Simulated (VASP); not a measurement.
Input of a VASP 6.6.1 run:

INCAR

```
PREC = Accurate ; ENCUT = 520
EDIFF = 1E-7 ; ISMEAR = 0
SIGMA = 0.15 ; LREAL = F
LASPH = T ; NELM = 150
ALGO = Normal ; ISIF = 2
LWAVE = F ; LCHARG = F
ISPIN = 2 ; MAGMOM = 0.75
LORBIT = 11 ; LMAXMIX = 4
GGA = PE ; NBANDS = 15
```

File KPOINTS:

```
Automatic mesh
0
Gamma
  22 22 22
```

File POSCAR:

```
Ni
1.0
    0.0000000000      1.9526410383      1.7591360705
    1.5656311027      0.0000000000      1.7591360705
    1.5656311027      1.9526410383      0.0000000000
Ni
1
Direct
    0.0000000000      0.0000000000      0.0000000000
```

Potentials or basis: VASP PAW PBE potentials, release 64 (Ni).

The run is started by

```console
$ cat potpaw_PBE.64/Ni/POTCAR > POTCAR
$ mpirun -np 1 vasp_std > vasp.out
```

(1) What does it give for the site moments?

(2) Estimate the net moment.

(3) Estimate the pressure.

Results:

(1) Ni +0.59 μB.

(2) 0.58 μB per cell.

(3) 4.8 GPa.

Caveat: the cell differs from its parent crystal (strain +e along x and -e along y -0.1100, strain +e along z and -e/2 along x and y +0.0000); the cell stands under pressure.
